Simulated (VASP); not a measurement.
Crystal: AlSe4.

```
Al Se
1.0
     3.80248    0.00000    0.00000
     0.00000    3.80248    0.00000
     0.00000    0.00000    6.95243
Al Se
1 4
Direct
  0.50000 0.50000 0.00000
  0.00000 0.50000 0.76430
  0.50000 0.00000 0.76430
  0.00000 0.50000 0.23570
  0.50000 0.00000 0.23570
```

- Program: VASP 6.6.1
- Task: relaxation of cell and atoms
- Functional: PBE
- Dispersion: D3(BJ)
- Potentials or basis: VASP PAW PBE potentials, release 64 (Al, Se)
- Cutoff: 600 eV
- k mesh: 4 × 4 × 4
- Occupations: gaussian, width 0.1 eV
- Spin: no spin polarisation

At the start: pressure 16.1 GPa; volume 20.10 Å³/atom.

Task: Where does the relaxation end?

Result: Over 14 steps the energy falls by 176.4 meV/atom and the volume is 23.04 Å³/atom (+14.6 %); space group P4/mmm (No. 123, to 0.1 Å) before and after.

The path:
| step | energy change (eV) | largest force (eV/Å) | pressure (GPa) | volume (Å³) |
| --- | --- | --- | --- | --- |
| 1 | 0.0000 | 1.4077 | 16.14 | 100.52 |
| 2 | -0.4504 | 0.3056 | -6.87 | 132.97 |
| 3 | -0.8493 | 0.2465 | -0.39 | 117.81 |
| 4 | -0.8494 | 0.2638 | -0.17 | 117.45 |
| 5 | -0.8753 | 0.0996 | 0.01 | 117.35 |
| 6 | -0.8765 | 0.0585 | 0.07 | 117.32 |
| 7 | -0.8765 | 0.0545 | 0.08 | 117.32 |
| 8 | -0.8772 | 0.0379 | -0.13 | 117.50 |
| 9 | -0.8774 | 0.0162 | -0.38 | 117.74 |
| 10 | -0.8778 | 0.0145 | -0.38 | 117.65 |
| 11 | -0.8787 | 0.0089 | -0.37 | 117.40 |
| 12 | -0.8802 | 0.0031 | -0.36 | 116.89 |
| 13 | -0.8813 | 0.0308 | -0.31 | 115.87 |
| 14 | -0.8818 | 0.0025 | 0.11 | 115.21 |

Final structure:
```cif
data_structure
_symmetry_space_group_name_H-M 'P 1'
_symmetry_Int_Tables_number 1
_cell_length_a 3.9811
_cell_length_b 3.9811
_cell_length_c 7.2693
_cell_angle_alpha 90.000
_cell_angle_beta 90.000
_cell_angle_gamma 90.000
_cell_volume 115.21
loop_
_atom_site_label
_atom_site_type_symbol
_atom_site_fract_x
_atom_site_fract_y
_atom_site_fract_z
_atom_site_occupancy
Al1 Al 0.50000 0.50000 0.00000 1
Se1 Se 0.00000 0.50000 0.75145 1
Se2 Se 0.50000 0.00000 0.75145 1
Se3 Se 0.00000 0.50000 0.24854 1
Se4 Se 0.50000 0.00000 0.24854 1
```

Caveat: the k points lie up to 0.39 Å⁻¹ apart in the final cell, too coarse for converged energies and pressures of a metal.
